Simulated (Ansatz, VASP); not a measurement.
HfN in VASP and in Ansatz

```xyz
4
Lattice="3.1339 0.0000 0.0000 -1.5670 2.7140 0.0000 0.0000 0.0000 5.4168" Properties=species:S:1:pos:R:3 pbc="T T T"
Hf    0.0000    1.8094    1.4542
Hf    1.5670    0.9047    4.0626
N     0.0000    0.0000    2.7084
N     0.0000    0.0000    0.0000
```

Alike in both runs: task single point; functional r2SCAN; k mesh 11 × 11 × 6; occupations fermi-dirac, width 0.02 eV; no spin polarisation.

|  | VASP | Ansatz |
| --- | --- | --- |
| version | VASP 6.6.1 | Ansatz 0.2.0 |
| potentials or method | VASP PAW PBE potentials, release 64 (Hf_pv, N), cutoff 520 eV | scalar-relativistic, plane waves, PAW |
| valence electrons in the cell | 30 | 62 |

```tsv
	VASP	Ansatz	Ansatz less VASP
pressure (GPa)	0.6	3.1	+2.52
traceless stress, the component that is largest in VASP (GPa)	-0.68	-0.75	-0.072
rms of the force components (eV/Å)	0.489	0.495	+0.0051
```

VASP's potentials were made for PBE, not for r2SCAN. Atom by atom the forces differ by 0.005 eV/Å (rms over components). VASP's potentials hold 30 valence electrons a cell and Ansatz's 62, so a difference there can come from the potentials and not from the codes. Ansatz's warnings: stress scf threshold loose.

Neither program's run includes spin-orbit coupling.
